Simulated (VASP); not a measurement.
# C in VASP: further runs, part 2 of 2

VASP 6.6.1. Earlier steps stand in the parts before.

### 3 G0W0 quasiparticle levels, PBE

This run uses another cell than the first one, of 6.05 Å³/atom, 1.073 times its volume.

Contents of POSCAR:

```
C
1.0
    0.0000000000      1.8513291082      1.7651985347
    1.8513291082      0.0000000000      1.7651985347
    1.8513291082      1.8513291082      0.0000000000
C
2
Direct
    0.0000000000      0.0000000000      0.0000000000
    0.2500000000      0.2500000000      0.2500000000
```

Contents of INCAR.step1:

```
PREC = Accurate
ENCUT = 500
EDIFF = 1E-8
ISMEAR = 0
SIGMA = 0.01
LREAL = False
LASPH = True
NELM = 80
ALGO = Normal
LWAVE = True
LCHARG = False
GGA = PE
```

Contents of INCAR.step2:

```
PREC = Accurate
ENCUT = 500
EDIFF = 1E-8
ISMEAR = 0
SIGMA = 0.01
LREAL = False
LASPH = True
NELM = 1
ALGO = Exact
LWAVE = True
LCHARG = False
GGA = PE
NBANDS = 54
LOPTICS = True
ISTART = 1
```

Contents of INCAR.step3:

```
PREC = Accurate
ENCUT = 500
EDIFF = 1E-8
ISMEAR = 0
SIGMA = 0.01
LREAL = False
LASPH = True
ALGO = EVGW0
LWAVE = False
LCHARG = False
GGA = PE
NELMGW = 1
NBANDS = 54
ENCUTGW = 150.0
NOMEGA = 48
PRECFOCK = Fast
ISTART = 1
NBANDSGW = 12
```

Contents of KPOINTS:

```
regular mesh
0
Gamma
  6 6 6
```

Potentials or basis: VASP PAW PBE potentials, release 64 (C_GW).

The run is started by

```sh
> cat potpaw_PBE.64/C_GW/POTCAR > POTCAR
> cp INCAR.step1 INCAR
> mpirun -np 1 vasp_std > vasp.out
> cp INCAR.step2 INCAR
> mpirun -np 1 vasp_std > vasp.out
> cp INCAR.step3 INCAR
> mpirun -np 1 vasp_std > vasp.out
```

OUTCAR:

```text
PREC = Accurate
   ENCUT = 500
   EDIFF = 1E-8
   ISMEAR = 0
   LREAL = False
   LASPH = True
   GGA = PE
   NELMGW = 1
   ENCUTGW = 150.0
   PRECFOCK = Fast
   ISTART = 1

 ion  position               nearest neighbor table
   1  0.000  0.000  0.000-   2 1.58   2 1.58   2 1.58   2 1.58
   2  0.250  0.250  0.250-   1 1.58   1 1.58   1 1.58   1 1.58

  LATTYP: Found a body centered tetragonal cell.
 ALAT       =     2.6181747332
 C/A-ratio  =     1.3484191962

  Lattice vectors:

 A1 = (   0.0000000000,  -1.8513291082,  -1.7651985347)
 A2 = (   0.0000000000,   1.8513291082,  -1.7651985347)
 A3 = (   1.8513291082,   0.0000000000,   1.7651985347)

Analysis of symmetry for initial positions (statically):
=====================================================================
 Subroutine PRICEL returns:
 Original cell was already a primitive cell.

 Routine SETGRP: Setting up the symmetry group for a
 body centered tetragonal supercell.

 Subroutine GETGRP returns: Found 16 space group operations
 (whereof  8 operations were pure point group operations)
 out of a pool of 16 trial point group operations.

The static configuration has the point symmetry D_2d.
 The point group associated with its full space group is D_4h.

Analysis of symmetry for dynamics (positions and initial velocities):
=====================================================================
 Subroutine PRICEL returns:
 Original cell was already a primitive cell.

 Routine SETGRP: Setting up the symmetry group for a
 body centered tetragonal supercell.
[... 123 lines left out ...]
   IALGO  =     38    algorithm
   IMIX   =      4    mixing-type and parameters
     AMIX     =   0.40;   BMIX     =  1.00
     AMIX_MAG =   1.60;   BMIX_MAG =  1.00
  volume/ion in A,a.u.               =       6.05        40.83
  Fermi-wavevector in a.u.,A,eV,Ry     =   1.426181  2.695091 27.674133  2.033991
  Thomas-Fermi vector in A             =   2.546485
   LORBIT       =      0    0 simple, 1 ext, 2 COOP (PROOUT), +10 PAW based schemes
   GGA     = PE    functional components
   LHFCALC =     T    Hartree Fock is set to
   PRECFOCK=fast      Normal, Fast or Accurate (Low or Medium for compatibility)
   ENCUT4O =  -1.0   cutoff for four orbital integrals eV
   NKREDX  =     1    reduce k-point grid by
   NKREDY  =     1    reduce k-point grid by
   NKREDZ  =     1    reduce k-point grid by
   AEXX    =    1.0000 exact exchange contribution
   HFSCREEN=    0.0000 screening length (either q_TF or 0.3 A-1)
   HFSCREENC=   0.0000 screening length for correlation (either q_TF or 0.3 A-1)
   ENCUTFOCK=  -1.0 apply spherical cutoff to Coloumb kernel
   IVDW    =     0    specifies the selected vdW correction
   LEPSILON=     F    determine dielectric tensor
   LRPA    =     F    only Hartree local field effects (RPA)
   LRPAFORCE           =     F    calculate RPA forces
   ENCUTGW             = 150.0    cutoff for response function in eV
   ENCUTGWSOFT         = 120.0    soft cutoff for Coulomb kernel in GW response function in eV
   ENCUTLF             =  -1.0    cutoff for local field effects
   NELMGW              =     1    number of iterations in solving QP/BSE equation
   NELMHF              =     1    number of iterations in the inner HF iteration
   NKREDLFX            =     1    NKREDLFY  =   1   NKREDLFZ  =   1
 non-spin polarized calculation
 Gauss-broadening in eV      SIGMA  =   0.01
  energy-cutoff  :      500.00
  volume of cell :       12.10
 maximum number of plane-waves:       323
 NGX is ok and might be reduce to    20
  NGX = 12; NGY = 12; NGZ = 12
   NGX =  9   NGY =  9   NGZ =  9
 maximum number of plane-waves:        59

 QP shifts <psi_nk| G(iteration)W_0 |psi_nk>: iteration 1
 for sc-GW calculations column KS-energies equals QP-energies in previous step
 and V_xc(KS)=  KS-energies - (<T + V_ion + V_H > + <T+V_H+V_ion>^1  + <V_x>^1)

 k-point   1 :       0.0000    0.0000    0.0000
  band No.  KS-energies  QP-energies   sigma(KS)   V_xc(KS)     V^pw_x(r,r')   Z            occupation Imag(sigma)

      1     -11.7733     -13.3343     -16.6475     -14.5663     -25.0098       0.7500       2.0000       1.4444
      2       8.6359       8.1094     -17.2166     -16.5747     -18.9489       0.8202       2.0000       0.0775
      3       8.6359       8.1094     -17.2166     -16.5747     -18.9489       0.8202       2.0000       0.0775
      4       9.2871       8.7783     -17.1188     -16.4990     -18.7270       0.8210       2.0000       0.0741
      5      13.9063      15.0318     -13.9517     -15.3342      -9.2258       0.8141       0.0000      -0.1057
      6      14.4784      15.6003     -13.9245     -15.3003      -9.0860       0.8154       0.0000      -0.1083
      7      14.4784      15.6003     -13.9245     -15.3003      -9.0860       0.8154       0.0000      -0.1083
      8      20.6920      21.7610     -14.9262     -16.3172      -8.0096       0.7685       0.0000      -0.2325
      9      27.3662      27.6891     -11.1367     -11.5386      -4.1949       0.8038       0.0000      -0.4060
     10      33.5294      34.5596     -12.2445     -13.4884      -5.7844       0.8282       0.0000      -0.5305
     11      34.8961      35.3552     -10.5710     -11.1285      -3.1628       0.8235       0.0000      -0.9592
     12      34.8961      35.3552     -10.5710     -11.1285      -3.1628       0.8235       0.0000      -0.9592
[... 356 lines left out ...]
      1      -5.6394      -6.9509     -16.8966     -15.1473     -23.5087       0.7498       2.0000       0.6642
      2      -1.1939      -2.4063     -17.2681     -15.6780     -22.3962       0.7624       2.0000       0.3076
      3       1.7204       0.7011     -16.2045     -14.9142     -19.8508       0.7899       2.0000       0.1712
      4       3.7894       2.8951     -16.7474     -15.6274     -19.9419       0.7985       2.0000       0.1345
      5      14.3200      15.0381     -12.7998     -13.6686      -7.8571       0.8266       0.0000      -0.1141
      6      17.2765      18.1461     -12.9107     -13.9787      -7.3222       0.8142       0.0000      -0.1441
      7      22.3823      23.8192     -14.3452     -16.2175      -7.0046       0.7674       0.0000      -0.2927
      8      23.4050      24.8682     -14.5860     -16.5141      -6.9034       0.7589       0.0000      -0.3341
      9      28.8019      29.9050     -13.2965     -14.7127      -5.4030       0.7789       0.0000      -0.5677
     10      30.8640      31.9889     -13.3261     -14.7794      -4.9234       0.7740       0.0000      -0.7320
     11      37.2288      38.1252     -11.9684     -13.0726      -4.5088       0.8118       0.0000      -0.9284
     12      41.2928      41.9784     -11.3076     -12.1526      -3.3479       0.8114       0.0000      -1.2072

 [... further k-points ...]
```

OUTCAR.step1:

```text
PREC = Accurate
   ENCUT = 500
   EDIFF = 1E-8
   ISMEAR = 0
   LREAL = False
[... 489 lines left out ...]
      0.00000      0.00000      0.00000         0.000000     -0.000000      0.000000
      0.92566      0.92566      0.88260        -0.000000      0.000000     -0.000000
 -----------------------------------------------------------------------------------
    total drift:                                0.000000      0.000000      0.000000

  FREE ENERGIE OF THE ION-ELECTRON SYSTEM (eV)
  ---------------------------------------------------
  free  energy   TOTEN  =       -18.0922223989 eV

  energy  without entropy=      -18.0922223989  energy(sigma->0) =      -18.09222240
```

OUTCAR.step2:

```text
PREC = Accurate
   ENCUT = 500
   EDIFF = 1E-8
   ISMEAR = 0
   LREAL = False
[... 1016 lines left out ...]
     0.00000     6.56268     6.56268     6.00505    -0.00000     0.00000     0.00000
     1.88937     6.80069     6.80069     6.18762    -0.00000     0.00000     0.00000
     3.77874     7.80714     7.80714     6.88708    -0.00000     0.00000     0.00000
     5.66811     7.37587     7.37587    10.76567    -0.00000     0.00000     0.00000
     7.55748     9.04042     9.04042    12.61558     0.00000     0.00000     0.00000
     9.44685    11.10998    11.10998    13.43905     0.00000     0.00000    -0.00000
[... 92 lines left out ...]
   185.15823     0.97244     0.97244     0.97237     0.00000    -0.00000    -0.00000
   187.04760     0.97303     0.97303     0.97296     0.00000    -0.00000    -0.00000
```

Run time: 2.6 min. Hardware: 1 thread of Intel Xeon 8259CL, shared host; peak memory 0.25 GiB.

Results:

- Band gap on the k mesh, mean-field level: 2.88 eV, indirect (least direct gap 4.62 eV)
- Quasiparticle gap: 4.09 eV
- Least direct quasiparticle gap: 6.25 eV

Caveat: the k points lie up to 0.50 Å⁻¹ apart; the cutoff is under 1.25 times the usual one of these potentials, so pressure, stress and relaxed cells hold a basis-set (Pulay) error; bands, screening cutoff and mesh are small and nothing is extrapolated, so the quasiparticle values aren't converged. A k mesh can miss the band edges.
